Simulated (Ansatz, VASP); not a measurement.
## HgTe in VASP and in Ansatz

```
Hg Te
1.0
    -2.87507    2.87507    1.71048
     2.87507   -2.87507    1.71048
     2.87507    2.87507   -1.71048
Hg Te
1 1
Cartesian
  2.8751 0.0000 0.8552
  0.0000 0.0000 0.0000
```

Alike in both runs: functional BLYP; dispersion D3(BJ); k mesh 6 × 6 × 6; occupations fermi-dirac, width 0.05 eV; no spin polarisation.

Ansatz relaxed the structure, and its values are those at the end. VASP's run is a single point on that final structure, the one shown.

|  | VASP | Ansatz |
| --- | --- | --- |
| version | VASP 6.6.1 | Ansatz 0.2.0 |
| potentials or method | VASP PAW PBE potentials, release 64 (Hg, Te) | plane waves, PAW |
| plane-wave cutoff (eV) | 520 | 420 |
| valence electrons in the cell | 18 | 36 |

VASP gave:

* pressure (GPa): 0.3

Task: Which values does Ansatz return?

Result: Pressure (GPa): 0.0.

VASP's potentials were made for PBE, not for BLYP. VASP's potentials hold 18 valence electrons a cell and Ansatz's 36, so a difference there can come from the potentials and not from the codes.

Spin-orbit coupling is off throughout.
